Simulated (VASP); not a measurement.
Write the native input for VASP 6.6.1 that does the following.

| Quantity | Value |
| --- | --- |
| Task | single point |
| Functional | LDA |
| Potentials or basis | VASP PAW LDA potentials, release 64 (P) |
| Cutoff | 400 eV |
| k mesh | 10 × 8 × 1 |
| Occupations | gaussian, width 0.02 eV |
| Spin | no spin polarisation |
| Dipole correction | yes |
| Further INCAR settings | ALGO = Normal; EDIFF = 1e-06; NBANDS = 18; NELMDL = -8 |

The structure of P lies in POSCAR:

```
P
1.0
    3.2961957556      0.0000000000      0.0000000000
    0.0000000000      4.4391263596      0.0000000000
    0.0000000000      0.0000000000     30.3376758692
P
4
Direct
    0.0000000000      0.5825038165      0.4650088327
    0.5000000000      0.9174961835      0.4650088327
    0.5000000000      0.0825038165      0.5349911673
    0.0000000000      0.4174961835      0.5349911673
```

These files were run (other wordings do the same):

INCAR

```
PREC     = Accurate       # precision mode
ENCUT    = 400            # plane-wave cutoff, eV
EDIFF    = 1E-6           # SCF threshold, eV
ISMEAR   = 0              # smearing method
SIGMA    = 0.02           # smearing width, eV
LREAL    = F              # projectors in reciprocal space
LASPH    = T              # aspherical terms in the spheres
NELM     = 120            # most SCF steps
ALGO     = Normal         # electronic algorithm
ISIF     = 2              # what is computed and relaxed
LWAVE    = F              # write WAVECAR
LCHARG   = F              # write CHGCAR
LDIPOL   = T            
IDIPOL   = 3            
DIPOL    = 0.5 0.5 0.500
NBANDS   = 18             # bands
GGA_COMPAT= F            
NELMDL   = -8
```

KPOINTS

```
regular mesh
0
Gamma
  10 8 1
```

Potentials or basis: VASP PAW LDA potentials, release 64 (P).

Launch:

```bash
$ cat potpaw_LDA.64/P/POTCAR > POTCAR
$ mpirun -np 1 vasp_std > vasp.out
```

Results of the run:

The largest force is 0.237 eV/Å and the band gap on the k mesh is 0.66 eV.

Caveat: semilocal functionals underestimate gaps, and a narrow one can read as zero.

Wall time 3.1 min on 1 thread of Intel Xeon 8259CL, on a shared host, peak memory 0.31 GiB.
